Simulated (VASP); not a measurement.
# FeCo: vibrations by perturbation theory with PBEsol

The system is FeCo.

```
CELL_PARAMETERS angstrom
2.80257 0.00000 0.00000
0.00000 2.80257 0.00000
0.00000 0.00000 2.80257
ATOMIC_POSITIONS crystal
Fe 0.50000 0.50000 0.50000
Co 0.00000 0.00000 0.00000
```

```json
{
  "Program": "VASP 6.6.1",
  "Task": "vibrations by perturbation theory",
  "Functional": "PBEsol",
  "Potentials or basis": "VASP PAW PBE potentials, release 64 (Fe, Co)",
  "Cutoff": "600 eV",
  "k mesh": "12 × 12 × 12",
  "Occupations": "gaussian, width 0.15 eV",
  "Spin": "collinear spin, ferromagnetic start",
  "Starting moments": "[3.02, 2.0] μB",
  "Dipole correction": "no",
  "Further INCAR settings": "ALGO = Normal; EDIFF = 1e-08; NBANDS = 20; IBRION = 8; NSW = 1"
}
```

| Item | Value |
| --- | --- |
| Net moment | 4.48 μB per cell |
| Site moments | Fe +2.72; Co +1.75 μB |
| Valence electrons inside the program's atomic spheres | Fe 7.25; Co 8.32 |
| Highest phonon frequency at Γ | 253 cm⁻¹ |

Phonon frequencies in cm⁻¹ (negative: imaginary):
```
              q point        frequencies
(0.000, 0.000, 0.000)  0 0 0 253 253 253
```

It took 4 min on 1 thread of Intel(R) Xeon(R) 6975P-C (Granite Rapids) (shared host), peak memory 0.48 GiB.
